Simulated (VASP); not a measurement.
# Mo (Im-3m) in VASP: a series of runs

Runs on Mo. Level: r2SCAN. Tasks: relaxation of cell and atoms.

All numbers are computed with VASP 6.6.1; they aren't measurements. Logs are shortened: lines on timing, memory, paths and dates and some standing lists are left out, and cuts for length are marked.

### 1 The cell of the first run

It takes space group Im-3m (No. 229, cubic). The conventional cell has a = 3.147 Å, b = 3.147 Å, c = 3.147 Å, α = 90.00°, β = 90.00°, γ = 90.00°. Mo (site symmetry m-3m) has 14 Mo at 2.73 to 3.15 Å within 3.6 Å.

### 2 Relaxation of cell and atoms, r2SCAN, target pressure 45 GPa, at which the enthalpy is minimised

File POSCAR:

```
Mo
1.0
   -1.5734150000      1.5734150000      1.5734150000
    1.5734150000     -1.5734150000      1.5734150000
    1.5734150000      1.5734150000     -1.5734150000
Mo
1
Direct
    0.0000000000      0.0000000000      0.0000000000
```

File INCAR.step1:

```
ALGO = Normal ; EDIFF = 1E-4
ENCUT = 600 ; GGA = PE
ISMEAR = 0 ; LASPH = T
LCHARG = F ; LREAL = F
LWAVE = T ; NELM = 100
PREC = Accurate ; SIGMA = 0.1
```

File INCAR.step2:

```
ALGO = Normal ; EDIFF = 1E-6
EDIFFG = -0.002 ; ENCUT = 600
IBRION = 2 ; ISIF = 3
ISMEAR = 0 ; ISTART = 1
LASPH = T ; LCHARG = F
LMIXTAU = T ; LREAL = F
LWAVE = F ; METAGGA = R2SCAN
NELM = 100 ; NSW = 100
PREC = Accurate ; PSTRESS = 450.0
SIGMA = 0.1
```

File KPOINTS:

```
k-points
0
Gamma
  18 18 18
```

Potentials or basis: VASP PAW PBE potentials, release 64 (Mo_sv).

Started as:

```
> cat potpaw_PBE.64/Mo_sv/POTCAR > POTCAR
> cp INCAR.step1 INCAR
> mpirun -np 1 vasp_std > vasp.out
> cp INCAR.step2 INCAR
> mpirun -np 1 vasp_std > vasp.out
```

OUTCAR:

```text
EDIFF = 1E-6
   EDIFFG = -0.002
   ENCUT = 600
   IBRION = 2
   ISIF = 3
   ISMEAR = 0
   ISTART = 1
   LASPH = T
   LREAL = F
   METAGGA = R2SCAN
   NELM = 100
   NSW = 100
   PREC = Accurate
   PSTRESS = 450.0

 ion  position               nearest neighbor table
   1  0.000  0.000  0.000-

  LATTYP: Found a body centered cubic cell.
 ALAT       =     3.1468300000

  Lattice vectors:

 A1 = (  -1.5734150000,   1.5734150000,   1.5734150000)
 A2 = (   1.5734150000,  -1.5734150000,   1.5734150000)
 A3 = (   1.5734150000,   1.5734150000,  -1.5734150000)

Analysis of symmetry for initial positions (statically):
=====================================================================
 Subroutine PRICEL returns:
 Original cell was already a primitive cell.

 Routine SETGRP: Setting up the symmetry group for a
 body centered cubic supercell.

 Subroutine GETGRP returns: Found 48 space group operations
 (whereof 48 operations were pure point group operations)
 out of a pool of 48 trial point group operations.

The static configuration has the point symmetry O_h .

Analysis of symmetry for dynamics (positions and initial velocities):
=====================================================================
 Subroutine PRICEL returns:
 Original cell was already a primitive cell.

 Routine SETGRP: Setting up the symmetry group for a
 body centered cubic supercell.

 Subroutine GETGRP returns: Found 48 space group operations
 (whereof 48 operations were pure point group operations)
 out of a pool of 48 trial point group operations.

The dynamic configuration has the point symmetry O_h .

 Subroutine INISYM returns: Found 48 space group operations
 (whereof 48 operations are pure point group operations),
 and found     1 'primitive' translations

----------------------------------------------------------------------------------------

                                     Primitive cell

  volume of cell :      15.5808

  direct lattice vectors                    reciprocal lattice vectors
    -1.573415000  1.573415000  1.573415000     0.000000000  0.317780115  0.317780115
     1.573415000 -1.573415000  1.573415000     0.317780115  0.000000000  0.317780115
     1.573415000  1.573415000 -1.573415000     0.317780115  0.317780115  0.000000000

  length of vectors
     2.725234721  2.725234721  2.725234721     0.449408949  0.449408949  0.449408949

  position of ions in fractional coordinates (direct lattice)
     0.000000000  0.000000000  0.000000000

  ion indices of the primitive-cell ions
   primitive index   ion index
                 1           1

----------------------------------------------------------------------------------------

 KPOINTS: k-points

Automatic generation of k-mesh.
 Grid dimensions read from file:
 generate k-points for:   18   18   18

 Generating k-lattice:

  Cartesian coordinates                     Fractional coordinates (reciprocal lattice)
     0.000000000  0.017654451  0.017654451     0.055555556  0.000000000  0.000000000
     0.017654451  0.000000000  0.017654451     0.000000000  0.055555556  0.000000000
     0.017654451  0.017654451  0.000000000     0.000000000  0.000000000  0.055555556

  Length of vectors
     0.024967164  0.024967164  0.024967164

  Shift w.r.t. Gamma in fractional coordinates (k-lattice)
     0.000000000  0.000000000  0.000000000

 Subroutine IBZKPT returns following result:
 ===========================================

 Found    195 irreducible k-points:

 Following reciprocal coordinates:
            Coordinates               Weight
  0.000000  0.000000  0.000000      1.000000
  0.055556  0.000000  0.000000     12.000000
  0.111111  0.000000  0.000000     12.000000
  0.166667  0.000000  0.000000     12.000000
  0.222222  0.000000  0.000000     12.000000
  0.277778  0.000000  0.000000     12.000000
[... 16 lines left out ...]
  0.333333  0.111111 -0.000000     48.000000
  0.388889  0.111111  0.000000     48.000000
 [... further k-points ...]
   k-points           NKPTS =    195   k-points in BZ     NKDIM =    195   number of bands    NBANDS=     11
   number of dos      NEDOS =    301   number of ions     NIONS =      1
   total plane-waves  NPLWV =  13824
   dimension x,y,z NGX =    24 NGY =   24 NGZ =   24
   dimension x,y,z NGXF=    48 NGYF=   48 NGZF=   48
   ions per type =               1
   NGX,Y,Z   is equivalent  to a cutoff of  14.64, 14.64, 14.64 a.u.
   NGXF,Y,Z  is equivalent  to a cutoff of  29.28, 29.28, 29.28 a.u.
 SYSTEM =  unknown system
   PREC   = accura    normal or accurate (medium, high low for compatibility)
   ISTART =      1    job   : 0-new  1-cont  2-samecut
   ICHARG =      0    charge: 1-file 2-atom 10-const
   ISPIN  =      1    spin polarized calculation?
   LNONCOLLINEAR =      F non collinear calculations
   LSORBIT =      F    spin-orbit coupling
   LASPH  =      T    aspherical Exc in radial PAW
   ENCUT  =  600.0 eV  44.10 Ry    6.64 a.u.   5.44  5.44  5.44*2*pi/ulx,y,z
   NELM   =    100;   NELMIN=  2; NELMDL=  0     # of ELM steps
   EDIFF  = 0.1E-05   stopping-criterion for ELM
   LREAL  =      F    real-space projection
   EDIFFG = -.2E-02   stopping-criterion for IOM
   NSW    =    100    number of steps for IOM
   IBRION =      2    ionic relax: 0-MD 1-quasi-New 2-CG
   NFREE  =      1    steps in history (QN), initial steepest desc. (CG)
   ISIF   =      3    stress and relaxation
   ISYM   =      2    0-nonsym 1-usesym 2-fastsym
   POTIM  = 0.5000    time-step for ionic-motion
   TEBEG  =    0.0;   TEEND  =   0.0 temperature during run
   PSTRESS=  450.0 pullay stress
   NELECT =      14.0000    total number of electrons
   NUPDOWN=      -1.0000    fix difference up-down
   EMIN   =  10.00;   EMAX   =-10.00  energy-range for DOS
   EFERMI =   0.00;   METHOD = LEGACY
   ISMEAR =     0;   SIGMA  =   0.10  broadening in eV -4-tet -1-fermi 0-gaus
   EFERMI_NEDOS =   21; number of points for ismear=-14 and -15
   IALGO  =     38    algorithm
   IMIX   =      4    mixing-type and parameters
     AMIX     =   0.40;   BMIX     =  1.00
     AMIX_MAG =   1.60;   BMIX_MAG =  1.00
  volume/ion in A,a.u.               =      15.58       105.14
  Fermi-wavevector in a.u.,A,eV,Ry     =   1.579747  2.985289 33.954710  2.495601
  Thomas-Fermi vector in A             =   2.680079
   LORBIT       =      0    0 simple, 1 ext, 2 COOP (PROOUT), +10 PAW based schemes
   METAGGA = R2SCAN    functional components
   LHFCALC =     F    Hartree Fock is set to
   AEXX    =    0.0000 exact exchange contribution
   IVDW    =     0    specifies the selected vdW correction
   LEPSILON=     F    determine dielectric tensor
   LRPA    =     F    only Hartree local field effects (RPA)
 conjugate gradient relaxation of ions
 non-spin polarized calculation
 Gauss-broadening in eV      SIGMA  =   0.10
  energy-cutoff  :      600.00
  volume of cell :       15.58
 maximum number of plane-waves:       537
 NGX is ok and might be reduce to    24
   NGX = 11   NGY = 11   NGZ = 11

--------------------------------------- Ionic step        1  -------------------------------------------

 number of electron      14.0000002 magnetization

 Free energy of the ion-electron system (eV)
  ---------------------------------------------------
  ext. energy  EPLUGINS =         0.00000000
  ---------------------------------------------------
  free energy    TOTEN  =       -26.07494384 eV

  energy without entropy =      -26.07214970  energy(sigma->0) =      -26.07354677

------------------------ aborting loop because EDIFF is reached ----------------------------------------

  FORCE on cell =-STRESS in cart. coord.  units (eV):
  Direction    XX          YY          ZZ          XY          YZ          ZX
  --------------------------------------------------------------------------------------
  -------------------------------------------------------------------------------------
  Total        0.1989538      0.1989538      0.1989538      0.0000000      0.0000000     -0.0000000
  in kB       20.4584603     20.4584603     20.4584603      0.0000000      0.0000000     -0.0000000
  external PRESSURE =    -429.5415397 kB  Pullay stress =     450.0000000 kB
[... 90 lines left out ...]
  FREE ENERGIE OF THE ION-ELECTRON SYSTEM (eV)
  ---------------------------------------------------
  free  energy   TOTEN  =       -25.9427278268 eV

  energy  without entropy=      -25.9412037222  energy(sigma->0) =      -25.94196577

  enthalpy is  TOTEN    =       -21.9395130007 eV   P V=        4.0032148261

[... ionic steps 4 to 17 ...]

--------------------------------------- Ionic step       18  -------------------------------------------

 number of electron      14.0000002 magnetization

------------------------ aborting loop because EDIFF is reached ----------------------------------------

  FORCE on cell =-STRESS in cart. coord.  units (eV):
  Direction    XX          YY          ZZ          XY          YZ          ZX
  --------------------------------------------------------------------------------------
  -------------------------------------------------------------------------------------
  Total        3.8927266      3.8927266      3.8927266     -0.0000000      0.0000000     -0.0000000
  in kB      450.8351132    450.8351132    450.8351132     -0.0000000      0.0000000     -0.0000000
  external PRESSURE =       0.8351132 kB  Pullay stress =     450.0000000 kB
[... 59 lines left out ...]
  enthalpy is  TOTEN    =       -21.9566594858 eV   P V=        3.8856457382

--------------------------------------- Ionic step       20  -------------------------------------------

 number of electron      14.0000002 magnetization

 Free energy of the ion-electron system (eV)
  ---------------------------------------------------
  ext. energy  EPLUGINS =         0.00000000
  ---------------------------------------------------
  free energy    TOTEN  =       -25.84237189 eV

  energy without entropy =      -25.84083207  energy(sigma->0) =      -25.84160198

 E-fermi :  14.6716     XC(G=0): -15.4307

 val. band max:       14.6226336666   @ k =  -0.3889   0.4444   0.2778
 cond. band min:      14.6920069973   @ k =  -0.3333   0.3889   0.2778
 fundamental gap:      0.0693733307
 Fermi energy:        14.6715696129

 k-point     1 :       0.0000    0.0000    0.0000
  band No.  band energies     occupation
      1     -48.6724      2.00000
      2     -20.7752      2.00000
      3     -20.7752      2.00000
      4     -20.7752      2.00000
      5       6.6328      2.00000
      6      12.9362      2.00000
      7      12.9362      2.00000
      8      12.9362      2.00000
      9      16.7390      0.00000
     10      16.7390      0.00000
     11      30.2623      0.00000
[... 309 lines left out ...]
 k-point    24 :       0.3889    0.1111    0.0000
  band No.  band energies     occupation
      1     -48.2002      2.00000
      2     -22.8239      2.00000
      3     -21.5190      2.00000
      4     -20.8958      2.00000
      5       8.7384      2.00000
      6      10.5996      2.00000
      7      14.8499      0.01166
      8      16.6256      0.00000
      9      18.0940      0.00000
     10      21.2482      0.00000
     11      28.2621      0.00000

 [... further k-points ...]

------------------------ aborting loop because EDIFF is reached ----------------------------------------

  FORCE on cell =-STRESS in cart. coord.  units (eV):
  Direction    XX          YY          ZZ          XY          YZ          ZX
  --------------------------------------------------------------------------------------
  -------------------------------------------------------------------------------------
  Total        3.8863620      3.8863620      3.8863620      0.0000000      0.0000000     -0.0000000
  in kB      450.0752206    450.0752206    450.0752206      0.0000000      0.0000000     -0.0000000
  external PRESSURE =       0.0752206 kB  Pullay stress =     450.0000000 kB
[... 16 lines left out ...]
  FREE ENERGIE OF THE ION-ELECTRON SYSTEM (eV)
  ---------------------------------------------------
  free  energy   TOTEN  =       -25.8423718886 eV

  energy  without entropy=      -25.8408320713  energy(sigma->0) =      -25.84160198

  enthalpy is  TOTEN    =       -21.9566594040 eV   P V=        3.8857124845

 reached required accuracy - stopping structural energy minimisation
```

It took 25 min on 1 thread of Intel Xeon 8259CL, shared host; peak memory 0.2 GiB.

What came out:

```
Free energy                                                : -25.8424 eV
Relaxed volume                                             : 13.83 Å³/atom
Relaxed cell                                               : a = 2.619 Å, b = 2.619 Å, c = 2.619 Å, α = 109.47°, β = 109.47°, γ = 109.47°
Space group after relaxing (to 0.1 Å)                      : Im-3m (No. 229)
Energy change on relaxing (the run minimises the enthalpy) : +232.6 meV/atom
Ionic steps                                                : 20
Pressure after relaxing                                    : 45.0 GPa
Band gap on the k mesh                                     : zero (bands 7 and 8 overlap by 6.59 eV)
```

The path:
| step | energy change (eV) | largest force (eV/Å) | pressure (GPa) | volume (Å³) |
| --- | --- | --- | --- | --- |
| 1 | 0.0000 | 0.0000 | 2.05 | 15.58 |
| 2 | 9.7578 | 0.0000 | 699.23 | 7.93 |
| 3 | 0.1322 | 0.0000 | 32.21 | 14.25 |
| 4 | 0.1897 | 0.0000 | 39.82 | 14.00 |
| 5 | 0.2334 | 0.0000 | 45.08 | 13.83 |
| 6 | 0.2240 | 0.0000 | 44.00 | 13.87 |
| 7 | 0.2249 | 0.0000 | 44.06 | 13.86 |
| 8 | 0.2274 | 0.0000 | 44.37 | 13.85 |
| 9 | 0.2274 | 0.0000 | 44.36 | 13.85 |
| 10 | 0.2275 | 0.0000 | 44.35 | 13.85 |
| 11 | 0.2278 | 0.0000 | 44.33 | 13.85 |
| 12 | 0.2283 | 0.0000 | 44.47 | 13.85 |
| 13 | 0.2294 | 0.0000 | 44.57 | 13.85 |
| 14 | 0.2315 | 0.0000 | 44.87 | 13.84 |
| 15 | 0.2325 | 0.0000 | 44.95 | 13.83 |
| 16 | 0.2333 | 0.0000 | 45.03 | 13.83 |
| 17 | 0.2330 | 0.0000 | 45.03 | 13.83 |
| 18 | 0.2328 | 0.0000 | 45.08 | 13.83 |
| 19 | 0.2326 | 0.0000 | 45.04 | 13.83 |
| 20 | 0.2326 | 0.0000 | 45.01 | 13.83 |

Final structure:
```
Mo
1.0
    -1.51229    1.51229    1.51229
     1.51229   -1.51229    1.51229
     1.51229    1.51229   -1.51229
Mo
1
Direct
  0.00000 0.00000 0.00000
```

Caveat: the cell is relaxed towards a set pressure, so the run minimises the enthalpy, not the energy; the PAW data sets were made with another functional, which shifts forces and pressure a little.

### 3 Relaxation of cell and atoms, r2SCAN, target pressure 45 GPa, at which the enthalpy is minimised

This run uses another cell than the first one, of 13.77 Å³/atom.

File POSCAR:

```
Mo
1.0
   -1.5100787081      1.5100787081      1.5100787081
    1.5100787081     -1.5100787081      1.5100787081
    1.5100787081      1.5100787081     -1.5100787081
Mo
1
Direct
    0.0000000000      0.0000000000      0.0000000000
```

File INCAR.step1:

```
  ALGO = Normal
  EDIFF = 1E-4
  ENCUT = 600
  GGA = PE
  ISMEAR = 0
  LASPH = T
  LCHARG = F
  LREAL = F
  LWAVE = T
  NELM = 60
  PREC = Accurate
  SIGMA = 0.1
```

File INCAR.step2:

```
  ALGO = Normal
  EDIFF = 1E-6
  EDIFFG = -0.002
  ENCUT = 600
  IBRION = 2
  ISIF = 3
  ISMEAR = 0
  ISTART = 1
  LASPH = T
  LCHARG = F
  LMIXTAU = T
  LREAL = F
  LWAVE = F
  METAGGA = R2SCAN
  NELM = 60
  NSW = 100
  PREC = Accurate
  PSTRESS = 450.0
  SIGMA = 0.1
```

File KPOINTS:

```
k-points
0
Gamma
  20 20 20
```

Potentials or basis: VASP PAW PBE potentials, release 64 (Mo_sv).

Started as:

```
> cat potpaw_PBE.64/Mo_sv/POTCAR > POTCAR
> cp INCAR.step1 INCAR
> mpirun -np 1 vasp_std > vasp.out
> cp INCAR.step2 INCAR
> mpirun -np 1 vasp_std > vasp.out
```

Run time: 7 min. Hardware: 1 thread of Intel Xeon 8259CL, shared host; peak memory 0.19 GiB.

It converged, with:

| Property | Result |
| --- | --- |
| Free energy | -25.8422 eV |
| Relaxed volume | 13.83 Å³/atom |
| Relaxed cell | a = 2.619 Å, b = 2.619 Å, c = 2.619 Å, α = 109.47°, β = 109.47°, γ = 109.47° |
| Space group after relaxing (to 0.1 Å) | Im-3m (No. 229) |
| Energy change on relaxing (the run minimises the enthalpy) | -15.8 meV/atom |
| Ionic steps | 3 |
| Pressure after relaxing | 45.0 GPa |
| Band gap on the k mesh | zero (bands 7 and 8 overlap by 6.60 eV) |

The path:
| step | energy change (eV) | largest force (eV/Å) | pressure (GPa) | volume (Å³) |
| --- | --- | --- | --- | --- |
| 1 | 0.0000 | 0.0000 | 46.76 | 13.77 |
| 2 | -0.0798 | 0.0000 | 37.37 | 14.08 |
| 3 | -0.0158 | 0.0000 | 45.00 | 13.83 |

Final structure:
```
Mo
1.0
    -1.51209    1.51209    1.51209
     1.51209   -1.51209    1.51209
     1.51209    1.51209   -1.51209
Mo
1
Direct
  0.00000 0.00000 0.00000
```

Levels at points of the mesh, in eV from the Fermi level:
```tsv
k point	band 4	band 5	band 6	band 7	band 8	band 9	band 10	band 11
(0.00, 0.00, 0.00)	-35.46	-8.06	-1.75	-1.75	-1.75	2.05	2.05	15.57
(0.50, 0.00, 0.00)	-35.48	-6.47	-4.30	2.13	2.13	2.94	5.82	12.67
(0.50, 0.50, 0.50)	-36.93	-6.80	-6.80	4.84	4.84	4.84	10.51	10.51
```

Caveat: the cell is relaxed towards a set pressure, so the run minimises the enthalpy, not the energy; the PAW data sets were made with another functional, which shifts forces and pressure a little. Zero-point motion and thermal expansion aren't in these numbers.

The gap in the log of VASP goes by the Fermi energy; the results here count the filled bands.